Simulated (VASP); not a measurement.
A run of VASP 6.6.1:

File INCAR:

```
PREC = Accurate
ENCUT = 500
EDIFF = 1E-6
ISMEAR = 0
SIGMA = 0.1
LREAL = False
LASPH = True
NELM = 200
ALGO = Normal
ISIF = 2
LWAVE = False
LCHARG = False
ISPIN = 2
MAGMOM = 0 1 0 0 0 0
LORBIT = 11
LMAXMIX = 6
GGA = PE
NBANDS = 35
GGA_COMPAT = False
```

File KPOINTS:

```
regular mesh
0
Gamma
  6 6 2
```

The input POSCAR:

```
TmTaSe4
1.0
    4.1364670200      0.0000000000      0.0000000000
   -2.0682335100      3.5822855200      0.0000000000
    0.0000000000      0.0000000000      8.5988900000
Tm Ta Se
1 1 4
Direct
    0.0000000000      0.0000000000      0.5000000000
    0.0000000000      0.0000000000      0.0000000000
    0.3333333300      0.6666666700      0.7432699200
    0.3333333300      0.6666666700      0.2567300800
    0.6666666700      0.3333333300      0.7432699200
    0.6666666700      0.3333333300      0.2567300800
```

Potentials or basis: VASP PAW PBE potentials, release 64 (Tm_3, Ta_pv, Se), 4f in core.

Command:

```bash
$ cat potpaw_PBE.64/Tm_3/POTCAR potpaw_PBE.64/Ta_pv/POTCAR potpaw_PBE.64/Se/POTCAR > POTCAR
$ mpirun -np 1 vasp_std > vasp.out
```

Hardware: 1 thread of Intel(R) Xeon(R) Platinum 8259CL CPU @ 2.50GHz (Skylake/Cascade Lake), on a shared host.

**Question.** Estimate the wall time of this run.

**Answer.** Wall time 3.3 min on 1 thread of Intel(R) Xeon(R) Platinum 8259CL CPU @ 2.50GHz (Skylake/Cascade Lake) (shared host), peak memory 0.32 GiB. Counts: scf iterations 19, k points 14.
